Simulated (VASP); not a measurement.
GaSb, 2 atoms in the cell. The structure is tetragonal, space group I-4m2 (No. 119). Conventional cell: a = 5.381 Å, b = 5.381 Å, c = 3.180 Å, α = 90.00°, β = 90.00°, γ = 90.00°. Within 3.7 Å of Ga (site symmetry -4m2) lie 8 Sb at 2.81 to 3.60 Å and 2 Ga at 3.18 Å. Sb (site symmetry -4m2) has 8 Ga at 2.81 to 3.60 Å and 2 Sb at 3.18 Å within 3.7 Å. 

```yaml
Program: VASP 6.6.1
Task: single point
Functional: LDA
Potentials_or_basis: VASP PAW LDA potentials, release 64 (Ga_d, Sb)
Cutoff: 520 eV
k_mesh: 16 × 16 × 16
Occupations: gaussian, width 0.15 eV
Spin: no spin polarisation
Dipole_correction: no
Further_INCAR_settings: ALGO = Normal; EDIFF = 1e-06; NBANDS = 16
```

Potentials or basis: VASP PAW LDA potentials, release 64 (Ga_d, Sb).

Run with:

```bash
$ cat potpaw_LDA.64/Ga_d/POTCAR potpaw_LDA.64/Sb/POTCAR > POTCAR
$ mpirun -np 1 vasp_std > vasp.out
```

Hardware: 1 thread of Intel Xeon 8259CL, with other jobs on the host.

How long does it take, and how much memory?

Wall time 3.9 min on 1 thread of Intel Xeon 8259CL (shared host), peak memory 0.37 GiB. Counts: scf iterations 10, k points 349.
